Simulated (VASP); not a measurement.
The system is Sc3Mo.

```
Sc Mo
1.0
     4.17221    0.00000    0.00000
     0.00000    4.17221    0.00000
     0.00000    0.00000    4.17221
Sc Mo
3 1
Direct
  0.50000 0.00000 0.50000
  0.00000 0.50000 0.50000
  0.50000 0.50000 0.00000
  0.00000 0.00000 0.00000
```

| Item | Value |
| --- | --- |
| Program | VASP 6.6.1 |
| Task | relaxation of cell and atoms |
| Functional | PBE |
| Potentials or basis | VASP PAW PBE potentials, release 64 (Sc_sv, Mo_sv) |
| Cutoff | 600 eV |
| k mesh | 4 × 4 × 4 |
| Occupations | gaussian, width 0.1 eV |
| Spin | no spin polarisation |

At the start: pressure 14.1 GPa; volume 18.16 Å³/atom.

Question: How do energy, volume and symmetry change on relaxing?

Answer: Over 3 steps the energy falls by 113.6 meV/atom and the volume is 20.97 Å³/atom (+15.5 %); space group Pm-3m (No. 221, to 0.05 Å).

The path:
```csv
step,energy change (eV),largest force (eV/Å),pressure (GPa),volume (Å³)
1,0.0000,0.0000,14.12,72.63
2,-0.3216,0.0000,-5.75,90.78
3,-0.4544,0.0000,-0.05,83.87
```

Final structure:
```
Sc Mo
1.0
     4.37721    0.00000    0.00000
     0.00000    4.37721    0.00000
     0.00000    0.00000    4.37721
Sc Mo
3 1
Direct
  0.50000 0.00000 0.50000
  0.00000 0.50000 0.50000
  0.50000 0.50000 0.00000
  0.00000 0.00000 0.00000
```

Caveat: the k points lie up to 0.36 Å⁻¹ apart in the final cell; the volume moved by over 15 % at a fixed basis, so the end points are rough.
